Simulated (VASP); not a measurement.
The system is Ge.

```xyz
2
Lattice="3.1334 0.0000 0.0000 -1.5667 2.7136 0.0000 0.0000 0.0000 5.1565" Properties=species:S:1:pos:R:3 pbc="T T T"
Ge    0.0000    0.0000    3.7897
Ge    0.0000    0.0000    1.3668
```

```yaml
Program: VASP 6.6.1
Task: relaxation of cell and atoms
Functional: PBE
Potentials_or_basis: VASP PAW PBE potentials, release 64 (Ge_d)
Cutoff: 600 eV
k_mesh: 6 × 6 × 4
Occupations: gaussian, width 0.1 eV
Spin: no spin polarisation
```

At the start: pressure -4.0 GPa; volume 21.92 Å³/atom.

Q: How do energy, volume and symmetry change on relaxing?

A: Over 14 steps the energy falls by 256.1 meV/atom and the volume is 19.67 Å³/atom (-10.3 %); space group P6/mmm (No. 191, to 0.05 Å).

Step by step:
```csv
step,energy change (eV),largest force (eV/Å),pressure (GPa),volume (Å³)
1,0.0000,1.2304,-4.04,43.85
2,-0.2441,0.2894,-0.42,40.38
3,-0.2885,0.0475,1.65,39.17
4,-0.3434,0.8303,6.16,36.78
5,-0.4078,0.6896,6.68,36.37
6,-0.4079,0.6955,6.66,36.38
7,-0.4572,0.5610,4.01,37.47
8,-0.5005,0.3332,-0.42,39.71
9,-0.5010,0.3030,-0.82,39.97
10,-0.5054,0.2393,-0.64,39.83
11,-0.5099,0.1137,-0.12,39.53
12,-0.5102,0.0795,0.03,39.45
13,-0.5121,0.0252,0.09,39.37
14,-0.5123,0.0021,0.08,39.34
```

Final structure:
```
CELL_PARAMETERS angstrom
2.83503 0.00000 0.00000
-1.41751 2.45521 0.00000
0.00000 0.00000 5.65197
ATOMIC_POSITIONS crystal
Ge 0.00000 0.00000 0.75004
Ge 0.00000 0.00000 0.24996
```

Caveat: the k points lie up to 0.43 Å⁻¹ apart in the final cell.
